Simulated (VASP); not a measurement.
Write the native input for VASP 6.6.1 that does the following.

| Quantity | Value |
| --- | --- |
| Task | single point |
| Functional | PBEsol |
| Potentials or basis | VASP PAW PBE potentials, release 64 (Mo_sv, S) |
| Cutoff | 520 eV |
| k mesh | 12 × 12 × 4 |
| Occupations | methfessel-paxton, width 0.2 eV |
| Spin | no spin polarisation |
| Dipole correction | no |
| Further INCAR settings | ALGO = Normal; EDIFF = 1e-07; NBANDS = 35 |

The structure of MoS2 lies in POSCAR:

```
MoS2
1.0
    3.0845402190      0.0000000000      0.0000000000
   -1.5422701095      2.6712901886      0.0000000000
    0.0000000000      0.0000000000     11.4754149766
Mo S
2 4
Direct
    0.3333333333      0.6666666667      0.2500000000
    0.6666666667      0.3333333333      0.7500000000
    0.3333333333      0.6666666667      0.6259932117
    0.6666666667      0.3333333333      0.1259932117
    0.3333333333      0.6666666667      0.8740067883
    0.6666666667      0.3333333333      0.3740067883
```

This cell differs from its parent crystal: volume 15.759 Å^3 an atom, c/a of the conventional cell 3.7203.

One way to write it, as run:

INCAR

```
SYSTEM = MoS2
ALGO = Normal
EDIFF = 1E-7
ENCUT = 520
GGA = PS
ISIF = 2
ISMEAR = 1
LASPH = .TRUE.
LCHARG = .TRUE.
LELF = .TRUE.
LREAL = .FALSE.
LVHAR = .TRUE.
LWAVE = .FALSE.
NBANDS = 35
NELM = 80
PREC = Accurate
SIGMA = 0.2
```

KPOINTS

```
k-points
0
G
  12 12 4
  0 0 0
```

Potentials or basis: VASP PAW PBE potentials, release 64 (Mo_sv, S).

Run with:

```sh
$ cat potpaw_PBE.64/Mo_sv/POTCAR potpaw_PBE.64/S/POTCAR > POTCAR
$ mpirun -np 1 vasp_std > vasp.out
```

It gave:

```json
{
 "Pressure": "26.8 GPa",
 "Largest force": "3.637 eV/Å"
}
```

Caveat: the PAW data sets were made with another functional, which shifts forces and pressure a little; this functional lacks dispersion, which binds the layers, so the pressure and a relaxed spacing across them are unreliable.

Wall time 2.4 min on 1 thread of Intel(R) Xeon(R) Platinum 8488C (Sapphire Rapids), on a shared host, peak memory 0.3 GiB.
